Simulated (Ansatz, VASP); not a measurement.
**LiB8 in VASP and in Ansatz**

```
Li B
1.0
     5.80138    0.00000    0.00000
    -2.90069    5.02414    0.00000
     0.00000    0.00000    1.98452
Li B
1 8
Direct
  0.00000 0.00000 0.50000
  0.63345 0.81672 0.00000
  0.66667 0.33333 0.50000
  0.18328 0.81672 0.00000
  0.18328 0.36655 0.00000
  0.81672 0.63345 0.00000
  0.81672 0.18328 0.00000
  0.33333 0.66667 0.50000
  0.36655 0.18328 0.00000
```

Alike in both runs: task relaxation of cell and atoms; functional PBE; dispersion D3(BJ); k mesh 9 × 9 × 18; occupations gaussian, width 0.1 eV; no spin polarisation.

|  | VASP | Ansatz |
| --- | --- | --- |
| version | VASP 6.6.1 | Ansatz 0.2.0 |
| potentials or method | VASP PAW PBE potentials, release 64 (Li_sv, B), cutoff 600 eV | scalar-relativistic, plane waves, PAW |
| valence electrons in the cell | 27 | 27 |

|  | VASP | Ansatz | Ansatz less VASP |
| --- | --- | --- | --- |
| gap on the k mesh at the Fermi level, each at its own relaxed structure (eV) | none | none | - |
| relaxed volume (Å³/atom) | 6.41 | 6.41 | -0.002 |
| relaxed cell length with the largest relative difference (Å) | 1.960 | 1.960 | -0.0005 |

A gap of «none» marks a metal or a gap that the smearing closes.

Noted on VASP's run: the cutoff is short for stress, so the pressure is rough.
